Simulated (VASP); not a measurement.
A run of VASP 6.6.1 is set up as follows.

The input INCAR:

```
SYSTEM = SnO
  ALGO = Normal
  EDIFF = 1E-6
  ENCUT = 1340
  GGA = PE
  GGA_COMPAT = .FALSE.
  ISIF = 2
  ISMEAR = -1
  LASPH = .TRUE.
  LCHARG = .FALSE.
  LREAL = .FALSE.
  LWAVE = .FALSE.
  NBANDS = 28
  NELM = 120
  PREC = Accurate
  SIGMA = 0.1
```

KPOINTS

```
k-points
0
G
  6 6 6
  0 0 0
```

File POSCAR:

```
SnO
1.0
    3.8671420958      0.0000000000      0.0000000000
    0.0000000000      3.8671420958      0.0000000000
    0.0000000000      0.0000000000      5.0610363714
Sn O
2 2
Direct
    0.5000000000      0.0000000000      0.2290192524
    0.0000000000      0.5000000000      0.7709807476
    0.0000000000      0.0000000000      0.0000000000
    0.5000000000      0.5000000000      0.0000000000
```

Potentials or basis: VASP PAW PBE potentials, release 64 (Sn_d, O_h).

Command:

```console
$ cat potpaw_PBE.64/Sn_d/POTCAR potpaw_PBE.64/O_h/POTCAR > POTCAR
$ mpirun -np 1 vasp_std > vasp.out
```

(1) Predict the largest force.

(2) Predict the pressure.

(3) Predict the band gap on the k mesh.

## Answers

(1) 0.077 eV/Å.

(2) 0.2 GPa.

(3) 0.50 eV (least direct gap 1.91 eV).

Caveat: semilocal functionals underestimate gaps, and a narrow one can read as zero; spin-orbit coupling is left out, which moves the levels of the heavy elements.
